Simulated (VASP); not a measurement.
Write the native input for VASP 6.6.1 that does the following.

| Item | Value |
| --- | --- |
| Task | single point |
| Functional | PBEsol |
| Potentials or basis | VASP PAW PBE potentials, release 64 (Si, O) |
| Cutoff | 520 eV |
| k mesh | 3 × 3 × 3 |
| Occupations | gaussian, width 0.02 eV |
| Spin | no spin polarisation |
| Dipole correction | no |
| Further INCAR settings | LREAL = Auto; ALGO = Normal; EDIFF = 1e-06; NBANDS = 49 |

The structure of Si16O (a cell with a defect) lies in POSCAR:

```
Si16O
1.0
    0.0000000000      5.4338342766     -5.4338342766
    5.4338342766      5.4338342766      0.0000000000
    5.4338342766      0.0000000000     -5.4338342766
Si O
16 1
Direct
    0.1728166433      0.0815291703      0.1326773993
    0.1389312705      0.6238709772      0.1231265927
    0.6217037230      0.1256930126      0.1247384380
    0.6727591998      0.5991566607      0.1199099875
    0.1120163901      0.1223757417      0.6252615238
    0.1256497650      0.6267640540      0.6202224485
    0.5731986552      0.1293295791      0.6637150337
    0.6246359067      0.6260360230      0.6269350198
    0.3021074837      0.7109885586      0.2457014572
    0.2527274352      0.2503057566      0.2494787163
    0.7628989566      0.7499040811      0.2525709159
    0.7021978047      0.2422787360      0.2932247137
    0.2503640948      0.7480156356      0.7490210030
    0.2025743598      0.2549235824      0.7757243385
    0.7494882605      0.7547953786      0.7480800468
    0.7359930937      0.2519433664      0.7511777673
   -0.0625240820      0.0649799906      0.3093023111
```

The input as run:

INCAR

```
SYSTEM = Si16O
PREC = Accurate
ENCUT = 520
EDIFF = 1E-6
ISMEAR = 0
SIGMA = 0.02
LREAL = Auto
LASPH = .True.
NELM = 100
ALGO = Normal
ISIF = 2
LWAVE = .False.
LCHARG = .False.
GGA = PS
NBANDS = 49
```

KPOINTS

```
Automatic mesh
0
Gamma
  3 3 3
  0 0 0
```

Potentials or basis: VASP PAW PBE potentials, release 64 (Si, O).

The run is started by

```sh
$ cat potpaw_PBE.64/Si/POTCAR potpaw_PBE.64/O/POTCAR > POTCAR
$ mpirun -np 1 vasp_std > vasp.out
```

Results of the run:

The pressure is 2.2 GPa. The largest force is 0.098 eV/Å and the band gap on the k mesh is 0.40 eV.

Caveat: the PAW data sets were made with another functional, which shifts forces and pressure a little.

Run time: 5.7 min on 1 thread of Intel(R) Xeon(R) Platinum 8488C (Sapphire Rapids), on a shared host, peak memory 0.52 GiB.
